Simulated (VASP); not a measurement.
# MnS in VASP: further runs

The runs below take MnS through single point, with PBE+U.

All numbers are computed with VASP 6.6.1; they aren't measurements. Logs are shortened: lines on timing, memory, paths and dates and some standing lists are left out, and cuts for length are marked.

## 1. The cell of the first run

Symmetry: Fm-3m, No. 225, cubic system. Conventional cell: a = 5.309 Å, b = 5.309 Å, c = 5.309 Å, α = 90.00°, β = 90.00°, γ = 90.00°. Mn (site symmetry m-3m) has 6 S at 2.65 Å within 3.5 Å. S (site symmetry m-3m) has 6 Mn at 2.65 Å within 3.5 Å.

## 2. Single point, PBE+U, collinear spin, antiferromagnetic start

Contents of INCAR:

```
SYSTEM = MnS
  ALGO = Normal
  EDIFF = 1E-6
  ENCUT = 520
  GGA = PE
  ISIF = 2
  ISMEAR = 0
  ISPIN = 2
  LASPH = .True.
  LCHARG = .False.
  LDAU = .True.
  LDAUJ = 0 0
  LDAUL = 2 -1
  LDAUPRINT = 1
  LDAUTYPE = 2
  LDAUU = 3.9 0
  LMAXMIX = 4
  LORBIT = 11
  LREAL = .False.
  LWAVE = .False.
  MAGMOM = 5 -5 0 0
  NBANDS = 31
  NELM = 150
  PREC = Accurate
  SIGMA = 0.05
```

Contents of KPOINTS:

```
k-points
0
Gamma
  6 6 4
  0 0 0
```

Contents of POSCAR:

```
MnS
1.0
    0.0000000000      2.6543123020     -2.6543123020
    0.0000000000      2.6543123020      2.6543123020
    5.3086246040      0.0000000000      0.0000000000
Mn S
2 2
Direct
    0.0000000000      0.0000000000      0.0000000000
    0.5000000000      0.5000000000      0.5000000000
    0.0000000000      1.0000000000      0.5000000000
    0.5000000000      1.5000000000      1.0000000000
```

Potentials or basis: VASP PAW PBE potentials, release 64 (Mn_pv, S).

Launch:

```sh
$ cat potpaw_PBE.64/Mn_pv/POTCAR potpaw_PBE.64/S/POTCAR > POTCAR
$ mpirun -np 1 vasp_std > vasp.out
```

OUTCAR:

```text
SYSTEM = MnS
   EDIFF = 1E-6
   ENCUT = 520
   GGA = PE
   ISIF = 2
   ISMEAR = 0
   ISPIN = 2
   LASPH = .True.
   LORBIT = 11
   LREAL = .False.
   NELM = 150
   PREC = Accurate

 ion  position               nearest neighbor table
   1  0.000  0.000  0.000-   3 2.65   4 2.65   3 2.65   4 2.65   4 2.65   4 2.65
   2  0.500  0.500  0.500-   3 2.65   4 2.65   4 2.65   3 2.65   3 2.65   3 2.65
   3  0.000  0.000  0.500-   1 2.65   2 2.65   1 2.65   2 2.65   2 2.65   2 2.65
   4  0.500  0.500  0.000-   1 2.65   2 2.65   2 2.65   1 2.65   1 2.65   1 2.65

  LATTYP: Found a simple tetragonal cell.
 ALAT       =     3.7537644563
 C/A-ratio  =     1.4142135624

  Lattice vectors:

 A1 = (   0.0000000000,   2.6543123020,  -2.6543123020)
 A2 = (   0.0000000000,   2.6543123020,   2.6543123020)
 A3 = (   5.3086246040,   0.0000000000,   0.0000000000)

Analysis of symmetry for initial positions (statically):
=====================================================================
 Subroutine PRICEL returns following result:

  LATTYP: Found a face centered cubic cell.
 ALAT       =     5.3086246040
[... 12 lines left out ...]
 Subroutine GETGRP returns: Found 16 space group operations
 (whereof 16 operations were pure point group operations)
 out of a pool of 16 trial point group operations.

The static configuration has the point symmetry D_4h.

Analysis of symmetry for dynamics (positions and initial velocities):
=====================================================================
 Subroutine PRICEL returns following result:

  LATTYP: Found a face centered cubic cell.
 ALAT       =     5.3086246040
[... 12 lines left out ...]
 Subroutine GETGRP returns: Found 16 space group operations
 (whereof 16 operations were pure point group operations)
 out of a pool of 16 trial point group operations.

The dynamic configuration has the point symmetry D_4h.

Analysis of structural, dynamic, and magnetic symmetry:
=====================================================================
 Subroutine PRICEL returns following result:

[... 221 lines left out ...]
  o =  0.0697  v = -0.0000  0.0000 -0.5000  0.0000  0.8660  0.0000  0.0000  0.0000  0.0000  0.0000      0.0000  0.0000  0.0000  0.0000  0.0000  0.0000  0.0000  0.0000  0.0000  0.0000
  o =  0.0718  v =  0.0000 -0.0000  0.8660  0.0000  0.5000  0.0000  0.0000  0.0000  0.0000  0.0000      0.0000  0.0000  0.0000  0.0000  0.0000  0.0000  0.0000  0.0000  0.0000  0.0000
  o =  0.9330  v =  0.0000  0.0000  0.0000  0.0000  0.0000  1.0000  0.0000  0.0000  0.0000  0.0000      0.0000  0.0000  0.0000  0.0000  0.0000  0.0000  0.0000  0.0000  0.0000  0.0000
  o =  0.9330  v =  0.0000  0.0000  0.0000  0.0000  0.0000  0.0000  0.0000 -0.0000  1.0000  0.0000      0.0000  0.0000  0.0000  0.0000  0.0000  0.0000  0.0000  0.0000  0.0000  0.0000
  o =  0.9346  v =  0.0000  0.0000  0.0000  0.0000  0.0000  0.0000  1.0000  0.0000 -0.0000  0.0000      0.0000  0.0000  0.0000  0.0000  0.0000  0.0000  0.0000  0.0000  0.0000  0.0000
  o =  0.9532  v =  0.0000  0.0000  0.0000  0.0000  0.0000  0.0000 -0.0000  0.5000  0.0000 -0.8660      0.0000  0.0000  0.0000  0.0000  0.0000  0.0000  0.0000  0.0000  0.0000  0.0000
  o =  0.9535  v =  0.0000  0.0000  0.0000  0.0000  0.0000  0.0000 -0.0000  0.8660  0.0000  0.5000      0.0000  0.0000  0.0000  0.0000  0.0000  0.0000  0.0000  0.0000  0.0000  0.0000

 number of electron      38.0000063 magnetization       0.0000000

 Free energy of the ion-electron system (eV)
  ---------------------------------------------------
  ext. energy  EPLUGINS =         0.00000000
  ---------------------------------------------------
  free energy    TOTEN  =       -26.00811072 eV

  energy without entropy =      -26.00811072  energy(sigma->0) =      -26.00811072

 E-fermi :   5.9760     XC(G=0): -10.3293

 val. band max:        5.6655542620   @ k =   0.5000   0.0000   0.5000
 cond. band min:       6.7091383573   @ k =   0.5000   0.5000   0.0000
 fundamental gap:      1.0435840953
 Fermi energy:         5.9760160057

 spin component 1

 k-point     1 :       0.0000    0.0000    0.0000
  band No.  band energies     occupation
      1     -44.9631      1.00000
      2     -44.9578      1.00000
      3     -44.9578      1.00000
      4     -40.0615      1.00000
      5     -40.0549      1.00000
      6     -40.0549      1.00000
[... 1625 lines left out ...]
     30      12.2643      0.00000
     31      13.9957      0.00000

 [... further k-points ...]

------------------------ aborting loop because EDIFF is reached ----------------------------------------

  FORCE on cell =-STRESS in cart. coord.  units (eV):
  Direction    XX          YY          ZZ          XY          YZ          ZX
  --------------------------------------------------------------------------------------
  -------------------------------------------------------------------------------------
  Total       -0.5143762     -0.5094210     -0.5094210     -0.0000000      0.0000000     -0.0000000
  in kB      -11.0173049    -10.9111707    -10.9111707     -0.0000000      0.0000000     -0.0000000
  external PRESSURE =     -10.9465487 kB  Pullay stress =       0.0000000 kB

 VOLUME and BASIS-vectors are now :
 -----------------------------------------------------------------------------
  energy-cutoff  :      520.00
  volume of cell :       74.80
      direct lattice vectors                 reciprocal lattice vectors
     0.000000000  2.654312302 -2.654312302     0.000000000  0.188372709 -0.188372709
     0.000000000  2.654312302  2.654312302     0.000000000  0.188372709  0.188372709
     5.308624604  0.000000000  0.000000000     0.188372709  0.000000000  0.000000000

 POSITION                                       TOTAL-FORCE (eV/Angst)
 -----------------------------------------------------------------------------------
      0.00000      0.00000      0.00000         0.000000      0.000000      0.000000
      2.65431      2.65431      0.00000        -0.000000     -0.000000     -0.000000
      2.65431      0.00000      0.00000         0.000000      0.000000      0.000000
      0.00000      2.65431      0.00000         0.000000     -0.000000     -0.000000
 -----------------------------------------------------------------------------------
    total drift:                                0.000000      0.000000      0.000000

  FREE ENERGIE OF THE ION-ELECTRON SYSTEM (eV)
  ---------------------------------------------------
  free  energy   TOTEN  =       -26.0081107162 eV

  energy  without entropy=      -26.0081107162  energy(sigma->0) =      -26.00811072

 total charge

# of ion       s       p       d       tot
------------------------------------------
    1        0.209   6.152   4.875  11.237
    2        0.209   6.152   4.875  11.237
    3        1.321   2.439   0.000   3.760
    4        1.321   2.439   0.000   3.760
--------------------------------------------------
tot          3.061  17.183   9.750  29.994

 magnetization (x)

# of ion       s       p       d       tot
------------------------------------------
    1        0.041   0.033   4.514   4.588
    2       -0.041  -0.033  -4.514  -4.588
    3       -0.006  -0.018   0.000  -0.024
    4        0.006   0.018   0.000   0.024
--------------------------------------------------
tot          0.000   0.000   0.000   0.000
```

stdout:

```text
POSCAR found type information on POSCAR MnS
 POSCAR found :  2 types and       4 ions
 scaLAPACK will be used
 LDA part: xc-table for (Slater+PW92), standard interpolation
 POSCAR, INCAR and KPOINTS ok, starting setup
 FFT: planning ... GRIDC
 FFT: planning ... GRID_SOFT
 FFT: planning ... GRID
 WAVECAR not read
 entering main loop
```

Wall time 45 s (1 thread of Intel Xeon 6975P-C (Granite Rapids), shared host); peak memory 0.25 GiB.

What came out:

```
Free energy                                           : -26.0081 eV
Pressure                                              : -1.1 GPa
Band gap on the k mesh                                : 1.04 eV
Net moment                                            : 0.00 μB per cell
Site moments                                          : Mn +4.59, -4.59; S -0.02, +0.02 μB
Valence electrons inside the program's atomic spheres : Mn 11.24; S 3.76
```

Eigenvalues of the final occupation matrices:
```csv
site,spin,trace,eigenvalues
site 1 d,1,4.71,0.93 0.93 0.93 0.95 0.95
site 1 d,2,0.18,0.01 0.01 0.01 0.07 0.07
site 2 d,1,0.18,0.01 0.01 0.01 0.07 0.07
site 2 d,2,4.71,0.93 0.93 0.93 0.95 0.95
```

## 3. Single point, PBE+U, collinear spin, antiferromagnetic start

This run uses another cell than the first one, of 18.36 Å³/atom.

Contents of INCAR:

```
SYSTEM = MnS
PREC = Accurate ; ENCUT = 520
EDIFF = 1E-6 ; ISMEAR = 0
SIGMA = 0.05 ; LREAL = .False.
LASPH = .True. ; NELM = 150
ALGO = Normal ; ISIF = 2
LWAVE = .False. ; LCHARG = .True.
ISPIN = 2 ; MAGMOM = 4.92 -4.92 0 0
LORBIT = 11 ; LMAXMIX = 4
LDAU = .True. ; LDAUTYPE = 2
LDAUL = 2 -1 ; LDAUU = 3.9 0
LDAUJ = 0 0 ; LDAUPRINT = 1
GGA = PE ; LELF = .True.
LVHAR = .True. ; NBANDS = 31
```

Contents of KPOINTS:

```
Automatic mesh
0
Gamma
  8 8 8
  0 0 0
```

Contents of POSCAR:

```
MnS
1.0
   -2.6218391835     -2.6218391835      5.2656070008
   -5.2656070008     -2.6218391835      2.6218391835
   -2.6218391835     -5.2656070008      2.6218391835
Mn S
2 2
Direct
    0.0000000000      0.0000000000      0.0000000000
    0.5000000000      0.5000000000      0.5000000000
    1.2499999971     -0.7500000029     -0.7500000029
    1.7500000029     -0.2499999971     -0.2499999971
```

Potentials or basis: VASP PAW PBE potentials, release 64 (Mn_pv, S).

Launch:

```sh
$ cat potpaw_PBE.64/Mn_pv/POTCAR potpaw_PBE.64/S/POTCAR > POTCAR
$ mpirun -np 1 vasp_std > vasp.out
```

OUTCAR:

```text
SYSTEM = MnS
   PREC = Accurate
   ENCUT = 520
   EDIFF = 1E-6
   ISMEAR = 0
   LREAL = .False.
   LASPH = .True.
   NELM = 150
   ISIF = 2
   ISPIN = 2
   LORBIT = 11
   GGA = PE

 ion  position               nearest neighbor table
   1  0.000  0.000  0.000-   4 2.64   4 2.64   4 2.64   3 2.64   3 2.64   3 2.64
   2  0.500  0.500  0.500-   3 2.64   4 2.64   3 2.64   4 2.64   4 2.64   3 2.64
   3  0.250  0.250  0.250-   2 2.64   2 2.64   2 2.64   1 2.64   1 2.64   1 2.64
   4  0.750  0.750  0.750-   2 2.64   2 2.64   2 2.64   1 2.64   1 2.64   1 2.64

  LATTYP: Found a trigonal (rhomboedric) cell.
 ALAT       =     6.4400852863
 COS(alpha) =     0.8314753687

  Lattice vectors:

 A1 = (  -2.6218391835,  -2.6218391835,   5.2656070008)
 A2 = (  -5.2656070008,  -2.6218391835,   2.6218391835)
 A3 = (  -2.6218391835,  -5.2656070008,   2.6218391835)

Analysis of symmetry for initial positions (statically):
=====================================================================
 Subroutine PRICEL returns following result:

  LATTYP: Found a trigonal (rhomboedric) cell.
 ALAT       =     3.7233625609
 COS(alpha) =     0.4958311978
[... 12 lines left out ...]
 Subroutine GETGRP returns: Found 12 space group operations
 (whereof 12 operations were pure point group operations)
 out of a pool of 12 trial point group operations.

The static configuration has the point symmetry D_3d.

Analysis of symmetry for dynamics (positions and initial velocities):
=====================================================================
 Subroutine PRICEL returns following result:

  LATTYP: Found a trigonal (rhomboedric) cell.
 ALAT       =     3.7233625609
 COS(alpha) =     0.4958311978
[... 12 lines left out ...]
 Subroutine GETGRP returns: Found 12 space group operations
 (whereof 12 operations were pure point group operations)
 out of a pool of 12 trial point group operations.

The dynamic configuration has the point symmetry D_3d.

Analysis of structural, dynamic, and magnetic symmetry:
=====================================================================
 Subroutine PRICEL returns following result:

  LATTYP: Found a trigonal (rhomboedric) cell.
 ALAT       =     3.7233625609
 COS(alpha) =     0.4958311978
[... 12 lines left out ...]
 Subroutine GETGRP returns: Found 12 space group operations
 (whereof 12 operations were pure point group operations)
 out of a pool of 12 trial point group operations.

The overall configuration has the point symmetry D_3d.

 Subroutine INISYM returns: Found 12 space group operations
 (whereof 12 operations are pure point group operations),
 and found     2 'primitive' translations

----------------------------------------------------------------------------------------

                                     Primitive cell

  volume of cell :      36.7274

  direct lattice vectors                    reciprocal lattice vectors
    -2.632803500  0.010964317  2.632803500    -0.189518646  0.188729395  0.189518646
    -2.632803500 -2.632803500 -0.010964317    -0.189518646 -0.189518646 -0.188729395
     0.010964317 -2.632803500  2.632803500     0.188729395 -0.189518646  0.189518646

[... 161 lines left out ...]

spin component  1

  0.0147 -0.0000  0.0009 -0.0000  0.0000
 -0.0000  0.0147  0.0005  0.0000 -0.0008
  0.0009  0.0005  0.0841  0.0005  0.0000
 -0.0000  0.0000  0.0005  0.0147  0.0008
  0.0000 -0.0008  0.0000  0.0008  0.0841

spin component  2

  0.9324 -0.0001 -0.0007 -0.0001  0.0000
 -0.0001  0.9324 -0.0004  0.0001  0.0006
 -0.0007 -0.0004  0.9517 -0.0004 -0.0000
 -0.0001  0.0001 -0.0004  0.9324 -0.0006
  0.0000  0.0006 -0.0000 -0.0006  0.9517

 occupancies and eigenvectors

  o =  0.0147  v =  0.0561  0.7334 -0.0011 -0.6773  0.0160  0.0000  0.0000  0.0000  0.0000  0.0000      0.0000  0.0000  0.0000  0.0000  0.0000  0.0000  0.0000  0.0000  0.0000  0.0000
  o =  0.0147  v = -0.8145 -0.3587  0.0160 -0.4558  0.0011  0.0000  0.0000  0.0000  0.0000  0.0000      0.0000  0.0000  0.0000  0.0000  0.0000  0.0000  0.0000  0.0000  0.0000  0.0000
  o =  0.0148  v =  0.5774 -0.5774 -0.0000 -0.5774  0.0000  0.0000  0.0000  0.0000  0.0000  0.0000      0.0000  0.0000  0.0000  0.0000  0.0000  0.0000  0.0000  0.0000  0.0000  0.0000
  o =  0.0841  v = -0.0005 -0.0115 -0.0357  0.0111  0.9992  0.0000  0.0000  0.0000  0.0000  0.0000      0.0000  0.0000  0.0000  0.0000  0.0000  0.0000  0.0000  0.0000  0.0000  0.0000
  o =  0.0841  v = -0.0131 -0.0061 -0.9992 -0.0069 -0.0357  0.0000  0.0000  0.0000  0.0000  0.0000      0.0000  0.0000  0.0000  0.0000  0.0000  0.0000  0.0000  0.0000  0.0000  0.0000
  o =  0.9323  v =  0.0000  0.0000  0.0000  0.0000  0.0000  0.7607  0.1255  0.0430  0.6352  0.0166      0.0000  0.0000  0.0000  0.0000  0.0000  0.0000  0.0000  0.0000  0.0000  0.0000
  o =  0.9323  v =  0.0000  0.0000  0.0000  0.0000  0.0000  0.2942  0.8059  0.0166 -0.5117 -0.0430      0.0000  0.0000  0.0000  0.0000  0.0000  0.0000  0.0000  0.0000  0.0000  0.0000
  o =  0.9326  v =  0.0000  0.0000  0.0000  0.0000  0.0000  0.5774 -0.5774 -0.0000 -0.5774  0.0000      0.0000  0.0000  0.0000  0.0000  0.0000  0.0000  0.0000  0.0000  0.0000  0.0000
  o =  0.9518  v =  0.0000  0.0000  0.0000  0.0000  0.0000 -0.0376 -0.0180  0.9986 -0.0196  0.0243      0.0000  0.0000  0.0000  0.0000  0.0000  0.0000  0.0000  0.0000  0.0000  0.0000
  o =  0.9518  v =  0.0000  0.0000  0.0000  0.0000  0.0000  0.0009  0.0330 -0.0243 -0.0321  0.9986      0.0000  0.0000  0.0000  0.0000  0.0000  0.0000  0.0000  0.0000  0.0000  0.0000

 number of electron      38.0000011 magnetization      -0.0000000

 Free energy of the ion-electron system (eV)
  ---------------------------------------------------
  ext. energy  EPLUGINS =         0.00000000
  ---------------------------------------------------
  free energy    TOTEN  =       -26.07348859 eV

  energy without entropy =      -26.07348859  energy(sigma->0) =      -26.07348859

 E-fermi :   5.6358     XC(G=0): -10.4175

 val. band max:        5.3391868498   @ k =   0.5000   0.5000   0.5000
 cond. band min:       7.6425686061   @ k =   0.5000   0.5000   0.0000
 fundamental gap:      2.3033817563
 Fermi energy:         5.6357558428

 spin component 1

 k-point     1 :       0.0000    0.0000    0.0000
  band No.  band energies     occupation
      1     -44.6547      1.00000
      2     -44.6483      1.00000
      3     -44.6483      1.00000
      4     -39.7968      1.00000
      5     -39.7960      1.00000
      6     -39.7960      1.00000
[... 1625 lines left out ...]
     30      13.6052      0.00000
     31      13.8372      0.00000

 [... further k-points ...]

------------------------ aborting loop because EDIFF is reached ----------------------------------------

  FORCE on cell =-STRESS in cart. coord.  units (eV):
  Direction    XX          YY          ZZ          XY          YZ          ZX
  --------------------------------------------------------------------------------------
  -------------------------------------------------------------------------------------
  Total       -0.2299643     -0.2299643     -0.2299643      0.0042845     -0.0042845     -0.0042845
  in kB       -5.0159275     -5.0159275     -5.0159275      0.0934522     -0.0934522     -0.0934522
  external PRESSURE =      -5.0159275 kB  Pullay stress =       0.0000000 kB

 VOLUME and BASIS-vectors are now :
 -----------------------------------------------------------------------------
  energy-cutoff  :      520.00
  volume of cell :       73.45
      direct lattice vectors                 reciprocal lattice vectors
    -2.621839184 -2.621839184  5.265607001     0.094364698  0.094364698  0.283883344
    -5.265607001 -2.621839184  2.621839184    -0.283883344  0.094364698 -0.094364698
    -2.621839184 -5.265607001  2.621839184     0.094364698 -0.283883344 -0.094364698

 POSITION                                       TOTAL-FORCE (eV/Angst)
 -----------------------------------------------------------------------------------
      0.00000      0.00000      0.00000         0.000000     -0.000000      0.000000
     -5.25464     -5.25464      5.25464         0.000000     -0.000000      0.000000
     -2.62732     -2.62732      2.62732         0.000000      0.000000      0.000000
     -7.88196     -7.88196      7.88196        -0.000000     -0.000000     -0.000000
 -----------------------------------------------------------------------------------
    total drift:                                0.000000      0.000000     -0.000000

  FREE ENERGIE OF THE ION-ELECTRON SYSTEM (eV)
  ---------------------------------------------------
  free  energy   TOTEN  =       -26.0734885909 eV

  energy  without entropy=      -26.0734885909  energy(sigma->0) =      -26.07348859

 total charge

# of ion       s       p       d       tot
------------------------------------------
    1        0.208   6.154   4.896  11.258
    2        0.208   6.154   4.896  11.258
    3        1.321   2.442   0.000   3.763
    4        1.321   2.442   0.000   3.763
--------------------------------------------------
tot          3.059  17.192   9.792  30.043

 magnetization (x)

# of ion       s       p       d       tot
------------------------------------------
    1        0.026   0.020   4.479   4.526
    2       -0.026  -0.020  -4.479  -4.526
    3        0.000   0.000   0.000   0.000
    4        0.000   0.000   0.000   0.000
--------------------------------------------------
tot          0.000   0.000   0.000   0.000
```

Wall time 4.2 min (1 thread of Intel Xeon 6975P-C (Granite Rapids), shared host); peak memory 0.53 GiB.

Results:

* Free energy: -26.0735 eV
* Pressure: -0.5 GPa
* Band gap on the k mesh: 2.30 eV
* Net moment: 0.00 μB per cell
* Site moments: Mn +4.53, -4.53; S +0.00 μB
* Valence electrons inside the program's atomic spheres: Mn 11.26; S 3.76

Eigenvalues of the final occupation matrices:
```csv
site,spin,trace,eigenvalues
site 1 d,1,4.70,0.93 0.93 0.93 0.95 0.95
site 1 d,2,0.21,0.01 0.01 0.01 0.08 0.08
site 2 d,1,0.21,0.01 0.01 0.01 0.08 0.08
site 2 d,2,4.70,0.93 0.93 0.93 0.95 0.95
```

A k mesh can miss the band edges. The state reached can hang on the start; a lower one may exist.
